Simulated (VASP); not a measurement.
Set up this calculation in VASP 6.6.1, as the native input.

| Property | Result |
| --- | --- |
| Task | single point |
| Functional | PBE |
| Potentials or basis | VASP PAW PBE potentials, release 64 (Sn_d, Sb) |
| Cutoff | 520 eV |
| k mesh | 12 × 12 × 14 |
| Occupations | gaussian, width 0.1 eV |
| Spin | no spin polarisation |
| Dipole correction | no |
| Further INCAR settings | ALGO = Fast; EDIFF = 1e-06; NBANDS = 24 |

The structure of Sn2Sb lies in POSCAR:

```
Sn2Sb
1.0
    5.4444840877      0.0000000000      0.0000000000
   -2.7222420439      4.7150615304      0.0000000000
    0.0000000000      0.0000000000      3.2364503044
Sn Sb
2 1
Direct
    0.3333333333      0.6666666667      0.5000000000
    0.6666666667      0.3333333333      0.5000000000
    0.0000000000      0.0000000000      0.0000000000
```

The input as run:

INCAR

```
ALGO = Fast ; EDIFF = 1E-6
ENCUT = 520 ; GGA = PE
ISIF = 2 ; ISMEAR = 0
LASPH = T ; LCHARG = T
LELF = T ; LREAL = F
LVHAR = T ; LWAVE = F
NBANDS = 24 ; NELM = 80
PREC = Accurate ; SIGMA = 0.1
```

KPOINTS

```
k-points
0
Gamma
  12 12 14
```

Potentials or basis: VASP PAW PBE potentials, release 64 (Sn_d, Sb).

Command:

```sh
$ cat potpaw_PBE.64/Sn_d/POTCAR potpaw_PBE.64/Sb/POTCAR > POTCAR
$ mpirun -np 1 vasp_std > vasp.out
```

Results of the run:

```
Pressure               : -0.1 GPa
Band gap on the k mesh : zero (an odd number of electrons rules out a gap without spin polarisation)
```

Caveat: spin-orbit coupling is left out, which moves the levels of the heavy elements.

Wall time 6.9 min on 1 thread of Oxide Virtual Turin-like Processor (shared host), peak memory 0.36 GiB.
